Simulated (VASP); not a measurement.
Write the native input for VASP 6.6.1 that does the following.

```yaml
Task: relaxation of cell and atoms
Functional: PBEsol
Potentials_or_basis: VASP PAW PBE potentials, release 64 (Sr_sv, Al, H)
Cutoff: 600 eV
k_mesh: 5 × 5 × 4
Occupations: fermi-dirac, width 0.15 eV
Spin: no spin polarisation
Target_pressure: 20 GPa
Dipole_correction: no
Further_INCAR_settings: ALGO = Normal; EDIFF = 1e-06; IBRION = 2; EDIFFG = -0.01; NSW = 80; ISIF = 3
```

The structure of SrAl2H2 lies in POSCAR:

```
SrAl2H2
1.0
    4.5253000000      0.0000000000      0.0000000000
   -2.2626500000      3.9190250000      0.0000000000
    0.0000000000      0.0000000000      4.7214000000
Sr Al H
1 2 2
Direct
    0.0000000000      0.0000000000      0.0000000000
    0.3333333333      0.6666666667      0.4589000000
    0.6666666667      0.3333333333      0.5411000000
    0.3333333333      0.6666666667      0.0976000000
    0.6666666667      0.3333333333      0.9024000000
```

These files were run (other wordings do the same):

INCAR

```
SYSTEM = SrAl2H2
ALGO = Normal
EDIFF = 1E-6
EDIFFG = -0.01
ENCUT = 600
GGA = PS
IBRION = 2
ISIF = 3
ISMEAR = -1
LASPH = .TRUE.
LCHARG = .FALSE.
LREAL = .FALSE.
LWAVE = .FALSE.
NELM = 60
NSW = 80
PREC = Accurate
PSTRESS = 200.0
SIGMA = 0.15
```

KPOINTS

```
k-points
0
G
  5 5 4
  0 0 0
```

Potentials or basis: VASP PAW PBE potentials, release 64 (Sr_sv, Al, H).

The run is started by

```sh
$ cat potpaw_PBE.64/Sr_sv/POTCAR potpaw_PBE.64/Al/POTCAR potpaw_PBE.64/H/POTCAR > POTCAR
$ mpirun -np 1 vasp_std > vasp.out
```

Results of the run:

The relaxed volume is 12.04 Å³/atom. The relaxed cell is a = 4.333 Å, b = 4.333 Å, c = 3.703 Å, α = 90.00°, β = 90.00°, γ = 120.00° and the space group after relaxing (to 0.1 Å) is P6/mmm (No. 191). The energy change on relaxing (the run minimises the enthalpy) is +181.2 meV/atom. The ionic steps are 27, the pressure after relaxing is 20.0 GPa and the largest force after relaxing is 0.010 eV/Å.

Caveat: the cell is relaxed towards a set pressure, so the run minimises the enthalpy, not the energy; the volume moved by over 15 % at a fixed basis, so the end points are rough; the PAW data sets were made with another functional, which shifts forces and pressure a little.

Run time: 2.5 min on 1 thread of Intel(R) Xeon(R) 6975P-C (Granite Rapids), with other jobs on the host, peak memory 0.24 GiB.
